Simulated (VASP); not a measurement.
# HC16 (a cell with a defect): single point with PBEsol

The system is HC16 (a cell with a defect).

```
C H
1.0
     0.00000    3.57000    3.57000
     3.57000    0.00000    3.57000
     3.57000    3.57000    0.00000
C H
16 1
Cartesian
  0.0238 0.0518 0.0040
  0.9132 0.9355 0.8988
  1.8021 1.8290 0.0163
  2.6590 2.7557 0.9036
  1.8031 0.0315 1.7752
  2.7018 0.9082 2.6640
  3.5391 1.8793 1.8681
  4.4898 2.7234 2.6941
  0.0263 1.8264 1.7898
  0.9157 2.7212 2.6733
  1.8078 3.6312 1.8169
  2.7063 4.5201 2.6937
  1.8506 1.8216 3.5394
  2.7074 2.7089 4.4663
  3.5896 3.6012 3.5718
  4.5402 4.4270 4.4160
  4.0418 5.5199 4.3459
```

- Program: VASP 6.6.1
- Task: single point
- Functional: PBEsol
- Potentials or basis: VASP PAW PBE potentials, release 64 (C, H)
- Cutoff: 520 eV
- k mesh: 3 × 3 × 3
- Occupations: gaussian, width 0.05 eV
- Spin: no spin polarisation
- Dipole correction: no
- Charge: 1
- Further INCAR settings: ALGO = Normal; EDIFF = 1e-06; NBANDS = 46; NELECT = 64.0

* Largest force: 0.045 eV/Å

Forces on the atoms (eV/Å):
```
C    0.007 -0.002 -0.003
C    0.001 -0.004  0.000
C    0.000 -0.004 -0.001
C    0.010  0.001 -0.012
C    0.003 -0.003 -0.008
C   -0.004 -0.016  0.001
C   -0.010 -0.011  0.018
C    0.017  0.003 -0.002
C   -0.001  0.000  0.003
C   -0.007  0.004  0.003
C    0.004 -0.001  0.013
C   -0.004  0.009  0.004
C   -0.007  0.014 -0.002
C    0.000  0.001  0.003
C   -0.016  0.000 -0.002
C    0.011 -0.025  0.012
H   -0.004  0.035 -0.028
```

Levels at points of the mesh, in eV from the Fermi level:
| k point | band 29 | band 30 | band 31 | band 32 | band 33 | band 34 | band 35 | band 36 |
| --- | --- | --- | --- | --- | --- | --- | --- | --- |
| (0.00, 0.00, 0.00) | -2.90 | -0.56 | -0.40 | -0.27 | 2.58 | 2.69 | 3.89 | 4.05 |

Wall time 35 s on 1 thread of Intel(R) Xeon(R) 6975P-C (Granite Rapids), with other jobs on the host, peak memory 0.24 GiB.

Caveat: the k points lie up to 0.51 Å⁻¹ apart; the cell carries a net charge on a neutralising background, which shifts energy and pressure; the cell is charged against a uniform background, so pressure and absolute levels hang on convention; the PAW data sets were made with another functional, which shifts forces and pressure a little.
